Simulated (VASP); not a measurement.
# HfO2 (Fm-3m) in VASP: notebook

Runs on HfO2. Level: PBE. Tasks: electric field gradients.

Everything below comes from runs of VASP 6.6.1. Logs are shortened: lines on timing, memory, paths and dates and some standing lists are left out, and cuts for length are marked.

## 1. The cell of the first run

It takes space group Fm-3m (No. 225, cubic). Conventional cell: a = 5.098 Å, b = 5.098 Å, c = 5.098 Å, α = 90.00°, β = 90.00°, γ = 90.00°. Hf (site symmetry m-3m) has 8 O at 2.21 Å within 2.9 Å. O (site symmetry -43m) has 4 Hf at 2.21 Å and 6 O at 2.55 Å within 2.9 Å.

## 2. Electric field gradients, PBE (volume scaled by 0.99)

INCAR reads:

```
SYSTEM = HfO2
  PREC = Accurate
  ENCUT = 520
  EDIFF = 1E-8
  ISMEAR = -1
  SIGMA = 0.01
  LREAL = .FALSE.
  LASPH = .TRUE.
  NELM = 60
  ALGO = Normal
  ISIF = 2
  LWAVE = .FALSE.
  LCHARG = .FALSE.
  GGA = PE
  LEFG = .TRUE.
  NBANDS = 18
```

KPOINTS reads:

```
regular mesh
0
G
  9 9 9
  0 0 0
```

POSCAR reads:

```
HfO2
1.0
    0.0000000000      2.5489464244      2.5489464244
    2.5489464244      0.0000000000      2.5489464244
    2.5489464244      2.5489464244      0.0000000000
Hf O
1 2
Direct
    0.0000000000      0.0000000000      0.0000000000
    0.2500000000      0.2500000000      0.2500000000
    0.7500000000      0.7500000000      0.7500000000
```

Potentials or basis: VASP PAW PBE potentials, release 64 (Hf_pv, O).

On the command line:

```
> cat potpaw_PBE.64/Hf_pv/POTCAR potpaw_PBE.64/O/POTCAR > POTCAR
> mpirun -np 1 vasp_std > vasp.out
```

OUTCAR:

```text
SYSTEM = HfO2
   PREC = Accurate
   ENCUT = 520
   EDIFF = 1E-8
   ISMEAR = -1
   LREAL = .FALSE.
   LASPH = .TRUE.
   NELM = 60
   ISIF = 2
   GGA = PE

 ion  position               nearest neighbor table
   1  0.000  0.000  0.000-   3 2.21   3 2.21   3 2.21   2 2.21   2 2.21   2 2.21   3 2.21   2 2.21

   2  0.250  0.250  0.250-   1 2.21   1 2.21   1 2.21   1 2.21
   3  0.750  0.750  0.750-   1 2.21   1 2.21   1 2.21   1 2.21

  LATTYP: Found a face centered cubic cell.
 ALAT       =     5.0978928488

  Lattice vectors:

 A1 = (   0.0000000000,   2.5489464244,   2.5489464244)
 A2 = (   2.5489464244,   0.0000000000,   2.5489464244)
 A3 = (   2.5489464244,   2.5489464244,   0.0000000000)

Analysis of symmetry for initial positions (statically):
=====================================================================
 Subroutine PRICEL returns:
 Original cell was already a primitive cell.

 Routine SETGRP: Setting up the symmetry group for a
 face centered cubic supercell.

 Subroutine GETGRP returns: Found 48 space group operations
 (whereof 48 operations were pure point group operations)
 out of a pool of 48 trial point group operations.

The static configuration has the point symmetry O_h .

Analysis of symmetry for dynamics (positions and initial velocities):
=====================================================================
 Subroutine PRICEL returns:
 Original cell was already a primitive cell.

 Routine SETGRP: Setting up the symmetry group for a
 face centered cubic supercell.

 Subroutine GETGRP returns: Found 48 space group operations
 (whereof 48 operations were pure point group operations)
 out of a pool of 48 trial point group operations.

The dynamic configuration has the point symmetry O_h .

 Subroutine INISYM returns: Found 48 space group operations
 (whereof 48 operations are pure point group operations),
 and found     1 'primitive' translations

----------------------------------------------------------------------------------------

                                     Primitive cell

  volume of cell :      33.1217

  direct lattice vectors                    reciprocal lattice vectors
     0.000000000  2.548946424  2.548946424    -0.196159478  0.196159478  0.196159478
     2.548946424  0.000000000  2.548946424     0.196159478 -0.196159478  0.196159478
     2.548946424  2.548946424  0.000000000     0.196159478  0.196159478 -0.196159478

  length of vectors
     3.604754603  3.604754603  3.604754603     0.339758182  0.339758182  0.339758182

  position of ions in fractional coordinates (direct lattice)
     0.000000000  0.000000000  0.000000000
     0.250000000  0.250000000  0.250000000
     0.750000000  0.750000000  0.750000000

  ion indices of the primitive-cell ions
   primitive index   ion index
                 1           1
                 2           2
                 3           3

----------------------------------------------------------------------------------------

 KPOINTS: regular mesh

Automatic generation of k-mesh.
 Grid dimensions read from file:
 generate k-points for:    9    9    9

 Generating k-lattice:

  Cartesian coordinates                     Fractional coordinates (reciprocal lattice)
    -0.021795498  0.021795498  0.021795498     0.111111111  0.000000000  0.000000000
     0.021795498 -0.021795498  0.021795498     0.000000000  0.111111111  0.000000000
     0.021795498  0.021795498 -0.021795498     0.000000000  0.000000000  0.111111111

  Length of vectors
     0.037750909  0.037750909  0.037750909

  Shift w.r.t. Gamma in fractional coordinates (k-lattice)
     0.000000000  0.000000000  0.000000000

 Subroutine IBZKPT returns following result:
 ===========================================

 Found     35 irreducible k-points:

 Following reciprocal coordinates:
            Coordinates               Weight
  0.000000  0.000000  0.000000      1.000000
  0.111111  0.000000  0.000000      8.000000
  0.222222  0.000000  0.000000      8.000000
  0.333333  0.000000  0.000000      8.000000
  0.444444  0.000000  0.000000      8.000000
  0.111111  0.111111  0.000000      6.000000
[... 16 lines left out ...]
 -0.333333  0.333333  0.000000     12.000000
  0.444444  0.444444  0.000000      6.000000
 [... further k-points ...]
   k-points           NKPTS =     35   k-points in BZ     NKDIM =     35   number of bands    NBANDS=     18
   number of dos      NEDOS =    301   number of ions     NIONS =      3
   total plane-waves  NPLWV =  21952
   dimension x,y,z NGX =    28 NGY =   28 NGZ =   28
   dimension x,y,z NGXF=    56 NGYF=   56 NGZF=   56
   ions per type =               1   2
   NGX,Y,Z   is equivalent  to a cutoff of  12.91, 12.91, 12.91 a.u.
   NGXF,Y,Z  is equivalent  to a cutoff of  25.83, 25.83, 25.83 a.u.
 SYSTEM =  HfO2
   PREC   = accura    normal or accurate (medium, high low for compatibility)
   ISTART =      0    job   : 0-new  1-cont  2-samecut
   ICHARG =      2    charge: 1-file 2-atom 10-const
   ISPIN  =      1    spin polarized calculation?
   LNONCOLLINEAR =      F non collinear calculations
   LSORBIT =      F    spin-orbit coupling
   LASPH  =      T    aspherical Exc in radial PAW
   ENCUT  =  520.0 eV  38.22 Ry    6.18 a.u.   6.70  6.70  6.70*2*pi/ulx,y,z
   NELM   =     60;   NELMIN=  2; NELMDL= -5     # of ELM steps
   EDIFF  = 0.1E-07   stopping-criterion for ELM
   LREAL  =      F    real-space projection
   EDIFFG = 0.1E-06   stopping-criterion for IOM
   NSW    =      0    number of steps for IOM
   IBRION =     -1    ionic relax: 0-MD 1-quasi-New 2-CG
   NFREE  =      0    steps in history (QN), initial steepest desc. (CG)
   ISIF   =      2    stress and relaxation
   ISYM   =      2    0-nonsym 1-usesym 2-fastsym
   POTIM  = 0.5000    time-step for ionic-motion
   TEBEG  =    0.0;   TEEND  =   0.0 temperature during run
   PSTRESS=    0.0 pullay stress
   NELECT =      22.0000    total number of electrons
   NUPDOWN=      -1.0000    fix difference up-down
   EMIN   =  10.00;   EMAX   =-10.00  energy-range for DOS
   EFERMI =   0.00;   METHOD = LEGACY
   ISMEAR =    -1;   SIGMA  =   0.01  broadening in eV -4-tet -1-fermi 0-gaus
   EFERMI_NEDOS =   21; number of points for ismear=-14 and -15
   IALGO  =     38    algorithm
   IMIX   =      4    mixing-type and parameters
     AMIX     =   0.40;   BMIX     =  1.00
     AMIX_MAG =   1.60;   BMIX_MAG =  1.00
  volume/ion in A,a.u.               =      11.04        74.51
  Fermi-wavevector in a.u.,A,eV,Ry     =   1.428384  2.699255 27.759712  2.040281
  Thomas-Fermi vector in A             =   2.548452
   LORBIT       =      0    0 simple, 1 ext, 2 COOP (PROOUT), +10 PAW based schemes
   GGA     = PE    functional components
   LHFCALC =     F    Hartree Fock is set to
   AEXX    =    0.0000 exact exchange contribution
   IVDW    =     0    specifies the selected vdW correction
   LEPSILON=     F    determine dielectric tensor
   LRPA    =     F    only Hartree local field effects (RPA)
 non-spin polarized calculation
  energy-cutoff  :      520.00
  volume of cell :       33.12
 maximum number of plane-waves:       908
   NGX = 13   NGY = 13   NGZ = 13

 number of electron      21.9999992 magnetization

 Free energy of the ion-electron system (eV)
  ---------------------------------------------------
  ext. energy  EPLUGINS =         0.00000000
  ---------------------------------------------------
  free energy    TOTEN  =       -30.24325130 eV

  energy without entropy =      -30.24325130  energy(sigma->0) =      -30.24325130

 E-fermi :   4.4196     XC(G=0): -11.7506

 val. band max:        4.0888085702   @ k =  -0.4444   0.4444   0.0000
 cond. band min:       7.9534128231   @ k =   0.4444   0.4444   0.0000
 fundamental gap:      3.8646042529
 Fermi energy:         4.4196078026

 k-point     1 :       0.0000    0.0000    0.0000
  band No.  band energies     occupation
      1     -25.6244      2.00000
      2     -25.6244      2.00000
      3     -25.6244      2.00000
      4     -14.4910      2.00000
      5     -11.5396      2.00000
      6      -1.1030      2.00000
[... 10 lines left out ...]
     17      14.3549      0.00000
     18      17.5329      0.00000

 k-point     2 :       0.1111    0.0000    0.0000
  band No.  band energies     occupation
      1     -25.6741      2.00000
      2     -25.6299      2.00000
      3     -25.6299      2.00000
      4     -14.3315      2.00000
      5     -11.6710      2.00000
      6      -0.9855      2.00000
[... 10 lines left out ...]
     17      14.1474      0.00000
     18      17.5111      0.00000

 k-point     3 :       0.2222    0.0000    0.0000
  band No.  band energies     occupation
      1     -25.7963      2.00000
      2     -25.6436      2.00000
      3     -25.6436      2.00000
      4     -13.9304      2.00000
      5     -11.9626      2.00000
      6      -0.6810      2.00000
[... 10 lines left out ...]
     17      13.7323      0.00000
     18      16.8671      0.00000

 k-point     4 :       0.3333    0.0000    0.0000
  band No.  band energies     occupation
      1     -25.9291      2.00000
      2     -25.6592      2.00000
      3     -25.6592      2.00000
      4     -13.5069      2.00000
      5     -12.2003      2.00000
      6      -0.3303      2.00000
[... 375 lines left out ...]
      4     -12.7363      2.00000
      5     -12.5095      2.00000
      6      -1.5890      2.00000
[... 10 lines left out ...]
     17      16.2543      0.00000
     18      17.4507      0.00000

 k-point    23 :      -0.3333    0.3333    0.0000
  band No.  band energies     occupation
      1     -25.9079      2.00000
      2     -25.8815      2.00000
      3     -25.7021      2.00000
      4     -12.7735      2.00000
      5     -12.5062      2.00000
      6      -1.1851      2.00000
[... 10 lines left out ...]
     17      16.0207      0.00000
     18      17.3469      0.00000

 k-point    24 :       0.4444    0.4444    0.0000
  band No.  band energies     occupation
      1     -26.0353      2.00000
      2     -25.7351      2.00000
      3     -25.7351      2.00000
      4     -12.7489      2.00000
      5     -12.4924      2.00000
      6      -2.0881      2.00000
[... 10 lines left out ...]
     17      16.0182      0.00000
     18      17.5078      0.00000

 [... further k-points ...]

------------------------ aborting loop because EDIFF is reached ----------------------------------------

  FORCE on cell =-STRESS in cart. coord.  units (eV):
  Direction    XX          YY          ZZ          XY          YZ          ZX
  --------------------------------------------------------------------------------------
  -------------------------------------------------------------------------------------
  Total       -0.7591708     -0.7591708     -0.7591708      0.0000000     -0.0000000     -0.0000000
  in kB      -36.7229816    -36.7229816    -36.7229816      0.0000000     -0.0000000     -0.0000000
  external PRESSURE =     -36.7229816 kB  Pullay stress =       0.0000000 kB

 VOLUME and BASIS-vectors are now :
 -----------------------------------------------------------------------------
  energy-cutoff  :      520.00
  volume of cell :       33.12
      direct lattice vectors                 reciprocal lattice vectors
     0.000000000  2.548946424  2.548946424    -0.196159478  0.196159478  0.196159478
     2.548946424  0.000000000  2.548946424     0.196159478 -0.196159478  0.196159478
     2.548946424  2.548946424  0.000000000     0.196159478  0.196159478 -0.196159478

 POSITION                                       TOTAL-FORCE (eV/Angst)
 -----------------------------------------------------------------------------------
      0.00000      0.00000      0.00000        -0.000000     -0.000000     -0.000000
      1.27447      1.27447      1.27447        -0.000000     -0.000000     -0.000000
      3.82342      3.82342      3.82342         0.000000      0.000000      0.000000
 -----------------------------------------------------------------------------------
    total drift:                                0.000000      0.000000      0.000000

  FREE ENERGIE OF THE ION-ELECTRON SYSTEM (eV)
  ---------------------------------------------------
  free  energy   TOTEN  =       -30.2432513017 eV

  energy  without entropy=      -30.2432513017  energy(sigma->0) =      -30.24325130

 Electric field gradients (V/A^2)
---------------------------------------------------------------------
 ion       V_xx      V_yy      V_zz      V_xy      V_xz      V_yz
---------------------------------------------------------------------
   1       0.000    -0.000    -0.000     0.000     0.000     0.000
   2       0.000    -0.000    -0.000    -0.001    -0.001    -0.001
   3       0.000    -0.000     0.000    -0.001    -0.001    -0.001
---------------------------------------------------------------------

 Electric field gradients after diagonalization (V/A^2)
 (convention: |V_zz| > |V_xx| > |V_yy|)
----------------------------------------------------------------------
 ion       V_xx      V_yy      V_zz     asymmetry (V_yy - V_xx)/ V_zz
----------------------------------------------------------------------
   1      -0.000    -0.000     0.000       0.000
   2       0.001     0.001    -0.003       0.000
   3       0.001     0.001    -0.003       0.000
----------------------------------------------------------------------

           NMR quadrupolar parameters

 Cq : quadrupolar parameter    Cq=e*Q*V_zz/h
 eta: asymmetry parameters     (V_yy - V_xx)/ V_zz
 Q  : nuclear electric quadrupole moment in mb (millibarn)
----------------------------------------------------------------------
 ion       Cq(MHz)       eta       Q (mb)
----------------------------------------------------------------------
   1       0.000       0.000       1.000
   2      -0.000       0.000       1.000
   3      -0.000       0.000       1.000
----------------------------------------------------------------------
```

It took 16 s on 1 thread of Intel Xeon Platinum 8559C (Emerald Rapids), shared host; peak memory 0.16 GiB.

Results:

```
Free energy            : -30.2433 eV
Pressure               : -3.7 GPa
Band gap on the k mesh : 3.86 eV, indirect (least direct gap 3.98 eV)
```

Caveat: without QUAD_EFG the Cq values of the log hold for a quadrupole moment of 1 mb, not for the nuclei; spin-orbit coupling is left out, which moves the levels of the heavy elements. A k mesh can miss the band edges.

## 3. Electric field gradients, PBE (volume scaled by 1.02)

INCAR reads:

```
PREC     = Accurate       # precision mode
ENCUT    = 520            # plane-wave cutoff, eV
EDIFF    = 1E-8           # SCF threshold, eV
ISMEAR   = -1             # smearing method
SIGMA    = 0.01           # smearing width, eV
LREAL    = False          # projectors in reciprocal space
LASPH    = True           # aspherical terms in the spheres
NELM     = 80             # most SCF steps
ALGO     = Normal         # electronic algorithm
ISIF     = 2              # what is computed and relaxed
LWAVE    = False          # write WAVECAR
LCHARG   = False          # write CHGCAR
GGA      = PE             # functional
LEFG     = True         
NBANDS   = 18             # bands
```

KPOINTS reads:

```
regular mesh
0
Gamma
  9 9 9
```

POSCAR reads:

```
HfO2
1.0
    0.0000000000      2.5744375797      2.5744375797
    2.5744375797      0.0000000000      2.5744375797
    2.5744375797      2.5744375797      0.0000000000
Hf O
1 2
Direct
    0.0000000000      0.0000000000      0.0000000000
    0.2500000000      0.2500000000      0.2500000000
    0.7500000000      0.7500000000      0.7500000000
```

Potentials or basis: VASP PAW PBE potentials, release 64 (Hf_pv, O).

On the command line:

```
> cat potpaw_PBE.64/Hf_pv/POTCAR potpaw_PBE.64/O/POTCAR > POTCAR
> mpirun -np 1 vasp_std > vasp.out
```

OUTCAR:

```text
PREC = Accurate
   ENCUT = 520
   EDIFF = 1E-8
   ISMEAR = -1
   LREAL = False
   LASPH = True
   NELM = 80
   ISIF = 2
   GGA = PE

 ion  position               nearest neighbor table
   1  0.000  0.000  0.000-   2 2.23   3 2.23   3 2.23   3 2.23   3 2.23   2 2.23   2 2.23   2 2.23

   2  0.250  0.250  0.250-   1 2.23   1 2.23   1 2.23   1 2.23
   3  0.750  0.750  0.750-   1 2.23   1 2.23   1 2.23   1 2.23

  LATTYP: Found a face centered cubic cell.
 ALAT       =     5.1488751594

  Lattice vectors:

 A1 = (   0.0000000000,   2.5744375797,   2.5744375797)
 A2 = (   2.5744375797,   0.0000000000,   2.5744375797)
 A3 = (   2.5744375797,   2.5744375797,   0.0000000000)

Analysis of symmetry for initial positions (statically):
=====================================================================
 Subroutine PRICEL returns:
 Original cell was already a primitive cell.

 Routine SETGRP: Setting up the symmetry group for a
 face centered cubic supercell.
[... 698 lines left out ...]
     2.574437580  2.574437580  0.000000000     0.194217177  0.194217177 -0.194217177

 POSITION                                       TOTAL-FORCE (eV/Angst)
 -----------------------------------------------------------------------------------
      0.00000      0.00000      0.00000         0.000000      0.000000      0.000000
      1.28722      1.28722      1.28722        -0.000000     -0.000000     -0.000000
      3.86166      3.86166      3.86166         0.000000      0.000000      0.000000
 -----------------------------------------------------------------------------------
    total drift:                                0.000000      0.000000      0.000000

  FREE ENERGIE OF THE ION-ELECTRON SYSTEM (eV)
  ---------------------------------------------------
  free  energy   TOTEN  =       -30.2003116716 eV

  energy  without entropy=      -30.2003116716  energy(sigma->0) =      -30.20031167

 Electric field gradients (V/A^2)
---------------------------------------------------------------------
 ion       V_xx      V_yy      V_zz      V_xy      V_xz      V_yz
---------------------------------------------------------------------
   1       0.000    -0.000    -0.000    -0.000    -0.000    -0.000
   2      -0.000    -0.000     0.000    -0.001    -0.001    -0.001
   3      -0.000    -0.000     0.000    -0.001    -0.001    -0.001
---------------------------------------------------------------------

 Electric field gradients after diagonalization (V/A^2)
 (convention: |V_zz| > |V_xx| > |V_yy|)
----------------------------------------------------------------------
 ion       V_xx      V_yy      V_zz     asymmetry (V_yy - V_xx)/ V_zz
----------------------------------------------------------------------
   1       0.000     0.000    -0.000       0.000
   2       0.001     0.001    -0.001       0.000
   3       0.001     0.001    -0.001       0.000
----------------------------------------------------------------------

           NMR quadrupolar parameters

 Cq : quadrupolar parameter    Cq=e*Q*V_zz/h
 eta: asymmetry parameters     (V_yy - V_xx)/ V_zz
 Q  : nuclear electric quadrupole moment in mb (millibarn)
----------------------------------------------------------------------
 ion       Cq(MHz)       eta       Q (mb)
----------------------------------------------------------------------
   1      -0.000       0.000       1.000
   2      -0.000       0.000       1.000
   3      -0.000       0.000       1.000
----------------------------------------------------------------------
```

Wall time 16 s (1 thread of Intel Xeon Platinum 8559C (Emerald Rapids), shared host); peak memory 0.16 GiB.

Results:

```yaml
Free_energy: -30.2003 eV
Pressure: -10.3 GPa
Band_gap_on_the_k_mesh: 3.78 eV, indirect (least direct gap 3.89 eV)
```

Levels at points of the mesh, in eV from the valence-band top:
| k point | band 8 | band 9 | band 10 | band 11 | band 12 | band 13 | band 14 | band 15 |
| --- | --- | --- | --- | --- | --- | --- | --- | --- |
| (0.00, 0.00, 0.00) | -5.02 | -0.54 | -0.54 | -0.54 | 3.81 | 3.81 | 5.52 | 9.90 |

Caveat: without QUAD_EFG the Cq values of the log hold for a quadrupole moment of 1 mb, not for the nuclei; spin-orbit coupling is left out, which moves the levels of the heavy elements. A k mesh can miss the band edges.

(Continued in part 2 of 2.)
